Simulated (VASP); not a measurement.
# Ge in VASP: notebook, part 2 of 2

VASP 6.6.1. The steps go on from the part before.

### 5 Single point, PBEsol-based global hybrid

This run uses another cell than the first one, of 18.63 Å³/atom, 1.048 times its volume.

POSCAR

```
Ge
1.0
    1.4093921831     -2.4410576554      0.0000000000
    1.4093921831      2.4410576554      0.0000000000
    0.0000000000      0.0000000000      2.7071768568
Ge
1
Direct
    0.5000000000      0.5000000000      0.0000000000
```

INCAR.step1

```
SYSTEM = Ge
PREC = Accurate
ENCUT = 520
EDIFF = 1E-5
ISMEAR = -1
SIGMA = 0.05
LREAL = .False.
LASPH = .True.
NELM = 80
ALGO = Normal
ISIF = 2
LWAVE = .True.
LCHARG = .False.
GGA = PE
NBANDS = 13
```

INCAR.step2

```
SYSTEM = Ge
PREC = Accurate
ENCUT = 520
EDIFF = 1E-6
ISMEAR = -1
SIGMA = 0.05
LREAL = .False.
LASPH = .True.
NELM = 80
ALGO = Normal
ISIF = 2
LWAVE = .False.
LCHARG = .False.
GGA = PS
LHFCALC = .True.
AEXX = 0.25
PRECFOCK = Normal
ISTART = 1
NBANDS = 13
```

KPOINTS

```
Automatic mesh
0
Gamma
  6 6 5
  0 0 0
```

Potentials or basis: VASP PAW PBE potentials, release 64 (Ge_d).

Command:

```
$ cat potpaw_PBE.64/Ge_d/POTCAR > POTCAR
$ cp INCAR.step1 INCAR
$ mpirun -np 1 vasp_std > vasp.out
$ cp INCAR.step2 INCAR
$ mpirun -np 1 vasp_std > vasp.out
```

OUTCAR:

```text
SYSTEM = Ge
   PREC = Accurate
   ENCUT = 520
   EDIFF = 1E-6
   ISMEAR = -1
   LREAL = .False.
   LASPH = .True.
   NELM = 80
   ISIF = 2
   GGA = PS
   LHFCALC = .True.
   AEXX = 0.25
   PRECFOCK = Normal
   ISTART = 1

 ion  position               nearest neighbor table
   1  0.500  0.500  0.000-

  LATTYP: Found a base centered orthorhombic cell.
 ALAT       =     2.8187843662
 B/A-ratio  =     1.7319931845
 C/A-ratio  =     0.9604058009

  Lattice vectors:

 A1 = (   1.4093921831,  -2.4410576554,   0.0000000000)
 A2 = (   1.4093921831,   2.4410576554,   0.0000000000)
 A3 = (   0.0000000000,   0.0000000000,   2.7071768568)

Analysis of symmetry for initial positions (statically):
=====================================================================
 Subroutine PRICEL returns:
 Original cell was already a primitive cell.

 Routine SETGRP: Setting up the symmetry group for a
 base centered orthorhombic supercell.

 Subroutine GETGRP returns: Found  8 space group operations
 (whereof  8 operations were pure point group operations)
 out of a pool of  8 trial point group operations.

The static configuration has the point symmetry D_2h.

Analysis of symmetry for dynamics (positions and initial velocities):
=====================================================================
 Subroutine PRICEL returns:
 Original cell was already a primitive cell.

 Routine SETGRP: Setting up the symmetry group for a
 base centered orthorhombic supercell.

 Subroutine GETGRP returns: Found  8 space group operations
 (whereof  8 operations were pure point group operations)
 out of a pool of  8 trial point group operations.

The dynamic configuration has the point symmetry D_2h.

 Subroutine INISYM returns: Found  8 space group operations
 (whereof  8 operations are pure point group operations),
 and found     1 'primitive' translations

----------------------------------------------------------------------------------------

                                     Primitive cell

  volume of cell :      18.6276

  direct lattice vectors                    reciprocal lattice vectors
     1.409392183 -2.441057655  0.000000000     0.354762859 -0.204829246  0.000000000
     1.409392183  2.441057655  0.000000000     0.354762859  0.204829246  0.000000000
     0.000000000  0.000000000  2.707176857     0.000000000  0.000000000  0.369388501

  length of vectors
     2.818714034  2.818714034  2.707176857     0.409648271  0.409648271  0.369388501

  position of ions in fractional coordinates (direct lattice)
     0.500000000  0.500000000  0.000000000

  ion indices of the primitive-cell ions
   primitive index   ion index
                 1           1

----------------------------------------------------------------------------------------

 KPOINTS: Automatic mesh

Automatic generation of k-mesh.
 Grid dimensions read from file:
 generate k-points for:    6    6    5

 Generating k-lattice:

  Cartesian coordinates                     Fractional coordinates (reciprocal lattice)
     0.059127143 -0.034138208  0.000000000     0.166666667  0.000000000  0.000000000
     0.059127143  0.034138208  0.000000000     0.000000000  0.166666667  0.000000000
[... 41 lines left out ...]
   number of dos      NEDOS =    301   number of ions     NIONS =      1
   total plane-waves  NPLWV =  11520
   dimension x,y,z NGX =    24 NGY =   24 NGZ =   20
   dimension x,y,z NGXF=    48 NGYF=   48 NGZF=   40
   ions per type =               1
   NGX,Y,Z   is equivalent  to a cutoff of  14.16, 14.16, 12.28 a.u.
   NGXF,Y,Z  is equivalent  to a cutoff of  28.31, 28.31, 24.56 a.u.
 SYSTEM =  Ge
   PREC   = accura    normal or accurate (medium, high low for compatibility)
   ISTART =      1    job   : 0-new  1-cont  2-samecut
   ICHARG =      0    charge: 1-file 2-atom 10-const
   ISPIN  =      1    spin polarized calculation?
   LNONCOLLINEAR =      F non collinear calculations
   LSORBIT =      F    spin-orbit coupling
   LASPH  =      T    aspherical Exc in radial PAW
   ENCUT  =  520.0 eV  38.22 Ry    6.18 a.u.   5.24  5.24  5.03*2*pi/ulx,y,z
   NELM   =     80;   NELMIN=  2; NELMDL=  0     # of ELM steps
   EDIFF  = 0.1E-05   stopping-criterion for ELM
   LREAL  =      F    real-space projection
   EDIFFG = 0.1E-04   stopping-criterion for IOM
   NSW    =      0    number of steps for IOM
   IBRION =     -1    ionic relax: 0-MD 1-quasi-New 2-CG
   NFREE  =      0    steps in history (QN), initial steepest desc. (CG)
   ISIF   =      2    stress and relaxation
   ISYM   =      3    0-nonsym 1-usesym 2-fastsym
   POTIM  = 0.5000    time-step for ionic-motion
   TEBEG  =    0.0;   TEEND  =   0.0 temperature during run
   PSTRESS=    0.0 pullay stress
   NELECT =      14.0000    total number of electrons
   NUPDOWN=      -1.0000    fix difference up-down
   EMIN   =  10.00;   EMAX   =-10.00  energy-range for DOS
   EFERMI =   0.00;   METHOD = LEGACY
   ISMEAR =    -1;   SIGMA  =   0.05  broadening in eV -4-tet -1-fermi 0-gaus
   EFERMI_NEDOS =   21; number of points for ismear=-14 and -15
   IALGO  =     38    algorithm
   IMIX   =      1    mixing-type and parameters
     AMIX     =   0.40;   BMIX     =  1.00
     AMIX_MAG =   1.60;   BMIX_MAG =  1.00
  volume/ion in A,a.u.               =      18.63       125.71
  Fermi-wavevector in a.u.,A,eV,Ry     =   1.488442  2.812748 30.143170  2.215460
  Thomas-Fermi vector in A             =   2.601476
   LORBIT       =      0    0 simple, 1 ext, 2 COOP (PROOUT), +10 PAW based schemes
   GGA     = PS    functional components
   LHFCALC =     T    Hartree Fock is set to
   PRECFOCK=normal    Normal, Fast or Accurate (Low or Medium for compatibility)
   ENCUT4O =  -1.0   cutoff for four orbital integrals eV
   NKREDX  =     1    reduce k-point grid by
   NKREDY  =     1    reduce k-point grid by
   NKREDZ  =     1    reduce k-point grid by
   AEXX    =    0.2500 exact exchange contribution
   HFSCREEN=    0.0000 screening length (either q_TF or 0.3 A-1)
   HFSCREENC=   0.0000 screening length for correlation (either q_TF or 0.3 A-1)
   ENCUTFOCK=  -1.0 apply spherical cutoff to Coloumb kernel
   IVDW    =     0    specifies the selected vdW correction
   LEPSILON=     F    determine dielectric tensor
   LRPA    =     F    only Hartree local field effects (RPA)
 non-spin polarized calculation
  energy-cutoff  :      520.00
  volume of cell :       18.63
 maximum number of plane-waves:       515
 NGX is ok and might be reduce to    24
  NGX = 16; NGY = 16; NGZ = 16

 number of electron      13.9999996 magnetization

 Free energy of the ion-electron system (eV)
  ---------------------------------------------------
  ext. energy  EPLUGINS =         0.00000000
  ---------------------------------------------------
  free energy    TOTEN  =        -5.82762215 eV

  energy without entropy =       -5.82528846  energy(sigma->0) =       -5.82645530

 E-fermi :   6.1448     XC(G=0):  -8.9990

 val. band max:        5.9879343455   @ k =   0.5000   0.3333   0.4000
 cond. band min:       7.6745068409   @ k =   0.3333   0.3333   0.4000
 fundamental gap:      1.6865724954
 Fermi energy:         6.1447653797

 k-point     1 :       0.0000    0.0000    0.0000
  band No.  band energies     occupation
      1     -21.8953      2.00000
      2     -21.8223      2.00000
      3     -21.8223      2.00000
      4     -21.6572      2.00000
      5     -21.6572      2.00000
      6      -8.7642      2.00000
      7      13.9587      0.00000
      8      16.8923      0.00000
      9      16.8929      0.00000
     10      17.5719      0.00000
     11      22.5243      0.00000
     12      22.5253      0.00000
     13      23.4684      0.00000
[... 354 lines left out ...]
  band No.  band energies     occupation
      1     -21.8367      2.00000
      2     -21.7434      2.00000
      3     -21.7406      2.00000
      4     -21.7053      2.00000
      5     -21.6974      2.00000
      6      -2.6387      2.00000
      7       2.8173      2.00000
      8       8.5507      0.00000
      9      12.4992      0.00000
     10      18.3411      0.00000
     11      21.9956      0.00000
     12      23.5076      0.00000
     13      29.9440      0.00000

 [... further k-points ...]
[... 5 lines left out ...]
  --------------------------------------------------------------------------------------
  -------------------------------------------------------------------------------------
  Total        0.0071862      0.0075079      0.0147411      0.0000000      0.0000000      0.0000000
  in kB        0.6180961      0.6457625      1.2678964      0.0000000      0.0000000      0.0000000
  external PRESSURE =       0.8439183 kB  Pullay stress =       0.0000000 kB

 VOLUME and BASIS-vectors are now :
 -----------------------------------------------------------------------------
  energy-cutoff  :      520.00
  volume of cell :       18.63
      direct lattice vectors                 reciprocal lattice vectors
     1.409392183 -2.441057655  0.000000000     0.354762859 -0.204829246  0.000000000
     1.409392183  2.441057655  0.000000000     0.354762859  0.204829246  0.000000000
     0.000000000  0.000000000  2.707176857     0.000000000  0.000000000  0.369388501

 POSITION                                       TOTAL-FORCE (eV/Angst)
 -----------------------------------------------------------------------------------
      1.40939      0.00000      0.00000         0.000000      0.000000      0.000000
 -----------------------------------------------------------------------------------
    total drift:                                0.000000      0.000000      0.000000

  FREE ENERGIE OF THE ION-ELECTRON SYSTEM (eV)
  ---------------------------------------------------
  free  energy   TOTEN  =        -5.8276221514 eV

  energy  without entropy=       -5.8252884572  energy(sigma->0) =       -5.82645530
```

Wall time 19 min (1 thread of AMD EPYC 7R13 (Zen 3), shared host); peak memory 0.11 GiB.

Results:

```
Free energy            : -5.8276 eV
Pressure               : 0.1 GPa
Band gap on the k mesh : zero (band 7 reaches 13.96 eV, above the bottom of band 8 at 2.38 eV)
```

Caveat: the k points lie up to 0.46 Å⁻¹ apart; the PAW data sets were made with another functional, which shifts forces and pressure a little.

### 6 Single point, PBE0

This run uses another cell than the first one, of 19.18 Å³/atom, 1.080 times its volume.

POSCAR

```
Ge
1.0
    1.4233347379     -2.4657366289      0.0000000000
    1.4233347379      2.4657366289      0.0000000000
    0.0000000000      0.0000000000      2.7331457956
Ge
1
Direct
    0.5000000000      0.5000000000      0.0000000000
```

INCAR.step1

```
  PREC = Accurate
  ENCUT = 520
  EDIFF = 1E-5
  ISMEAR = -1
  SIGMA = 0.05
  LREAL = False
  LASPH = True
  NELM = 60
  ALGO = Normal
  ISIF = 2
  LWAVE = True
  LCHARG = False
  GGA = PE
  NBANDS = 13
```

INCAR.step2

```
  PREC = Accurate
  ENCUT = 520
  EDIFF = 1E-6
  ISMEAR = -1
  SIGMA = 0.05
  LREAL = False
  LASPH = True
  NELM = 60
  ALGO = Normal
  ISIF = 2
  LWAVE = False
  LCHARG = False
  GGA = PE
  LHFCALC = True
  AEXX = 0.25
  PRECFOCK = Normal
  ISTART = 1
  NBANDS = 13
```

KPOINTS

```
Automatic mesh
0
Gamma
  6 6 5
```

Potentials or basis: VASP PAW PBE potentials, release 64 (Ge_d).

Command:

```
$ cat potpaw_PBE.64/Ge_d/POTCAR > POTCAR
$ cp INCAR.step1 INCAR
$ mpirun -np 1 vasp_std > vasp.out
$ cp INCAR.step2 INCAR
$ mpirun -np 1 vasp_std > vasp.out
```

Wall time 18 min (1 thread of AMD EPYC 7R13 (Zen 3), shared host); peak memory 0.11 GiB.

It converged, with:

```
Free energy            : -5.5096 eV
Pressure               : 0.1 GPa
Band gap on the k mesh : zero (band 7 reaches 13.63 eV, above the bottom of band 8 at 2.32 eV)
```

Levels at points of the mesh, in eV from the Fermi level:
```tsv
k point	band 3	band 4	band 5	band 6	band 7	band 8	band 9	band 10	band 11	band 12
(0.00, 0.00, 0.00)	-27.99	-27.83	-27.83	-14.60	7.72	10.52	10.53	11.31	16.18	16.19
(0.50, 0.00, 0.00)	-27.89	-27.86	-27.85	-8.82	-6.19	5.92	9.85	11.93	17.62	17.90
(0.50, 0.50, 0.00)	-27.89	-27.86	-27.85	-8.82	-6.19	5.92	9.85	11.93	17.62	17.90
```

Caveat: the k points lie up to 0.46 Å⁻¹ apart; the PAW data sets were made with another functional, which shifts forces and pressure a little.

### 7 The runs side by side

| level | cell | k mesh | grid for exact exchange (PRECFOCK) | share of exact exchange | gap on the mesh (eV) | pressure (GPa) |
| --- | --- | --- | --- | --- | --- | --- |
| PBEsol+D3(BJ) | a = 2.802, b = 2.802, c = 2.639 Å, angles 90.0, 90.0, 120.9°, 1 atom | 11 × 11 × 10 | - | - | none | -0.5 |
| PBEsol+D4 | a = 2.810, b = 2.810, c = 2.648 Å, angles 90.0, 90.0, 120.9°, 1 atom | 11 × 11 × 10 | - | - | none | -0.1 |
| PBEsol | a = 2.831, b = 2.831, c = 2.671 Å, angles 90.0, 90.0, 120.8°, 1 atom | 11 × 11 × 10 | - | - | none | -0.1 |
| PBEsol-based global hybrid | a = 2.819, b = 2.819, c = 2.707 Å, angles 90.0, 90.0, 120.0°, 1 atom | 6 × 6 × 5 | Normal | 0.25 | none | 0.1 |
| PBE0 | a = 2.847, b = 2.847, c = 2.733 Å, angles 90.0, 90.0, 120.0°, 1 atom | 6 × 6 × 5 | Normal | - | none | 0.1 |

Alike in all rows: task single point; potentials or basis VASP PAW PBE potentials, release 64 (Ge_d); no spin polarisation; cutoff (eV) 520; smearing fermi-dirac 0.05 eV.

Caveats: some runs use coarse meshes; the PAW data sets were made with another functional, which shifts forces and pressure a little; pairwise dispersion overbinds metals, which lowers pressure and volume (some runs); three body term missing (some runs).

Total energies depend on the potentials used, so only differences within one code and one set of settings carry meaning.
